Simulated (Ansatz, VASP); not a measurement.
SiS2 in VASP and in Ansatz

```
Si S
1.0
    -2.82500    4.78500    2.77000
     2.82500   -4.78500    2.77000
     2.82500    4.78500   -2.77000
Si S
2 4
Direct
  0.75000 0.75000 0.00000
  0.25000 0.25000 0.00000
  0.88300 0.78300 0.66600
  0.11700 0.21700 0.33400
  0.38300 0.71700 0.10000
  0.61700 0.28300 0.90000
```

Alike in both runs: task single point; functional PBEsol; k mesh 4 × 4 × 4; occupations gaussian, width 0.1 eV; no spin polarisation.

|  | VASP | Ansatz |
| --- | --- | --- |
| version | VASP 6.6.1 | Ansatz 0.2.0 |
| potentials or method | VASP PAW PBE potentials, release 64 (Si, S), cutoff 500 eV | scalar-relativistic, plane waves, PAW |
| valence electrons in the cell | 32 | 32 |

|  | VASP | Ansatz | Ansatz less VASP |
| --- | --- | --- | --- |
| gap on the k mesh at the Fermi level (eV) | 2.58 | 2.56 | -0.021 |
| least direct gap on the mesh (eV) | 2.86 | 2.83 | -0.021 |
| pressure (GPa) | -1.9 | -1.9 | +0.09 |
| traceless stress, the component that is largest in VASP (GPa) | -0.49 | -0.49 | +0.002 |
| rms of the force components (eV/Å) | 0.296 | 0.290 | -0.0063 |

VASP's potentials were made for PBE, not for PBEsol. Atom by atom the forces differ by 0.006 eV/Å (rms over components).
